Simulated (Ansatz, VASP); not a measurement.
**Two plane-wave programs on In4Ru**

```
In Ru
1.0
    -3.52778    3.52778    2.13339
     3.52778   -3.52778    2.13339
     3.52778    3.52778   -2.13339
In Ru
4 1
Direct
  0.39224 0.78745 0.17969
  0.21255 0.39224 0.60479
  0.78745 0.60776 0.39521
  0.60776 0.21255 0.82031
  0.00000 0.00000 0.00000
```

Alike in both runs: functional PBE; k mesh 4 × 4 × 4; occupations gaussian, width 0.2 eV; no spin polarisation.

Ansatz relaxed the structure, and its values are those at the end. VASP's run is a single point on that final structure, the one shown.

```csv
,VASP,Ansatz
version,VASP 6.6.1,Ansatz 0.2.0
potentials or method,"VASP PAW PBE potentials, release 64 (In_d, Ru_pv), cutoff 520 eV","scalar-relativistic, plane waves, PAW"
valence electrons in the cell,66,68
```

```csv
,VASP,Ansatz,Ansatz less VASP
gap on the k mesh at the Fermi level (eV),none,none,-
pressure (GPa),-0.2,-0.2,-0.01
rms of the force components (eV/Å),0.013,0.014,+0.0009
```

A gap of «none» marks a metal or a gap that the smearing closes. VASP's potentials hold 66 valence electrons a cell and Ansatz's 68, so a difference there can come from the potentials and not from the codes.

The k mesh is coarse, so the values compare programs but aren't converged.
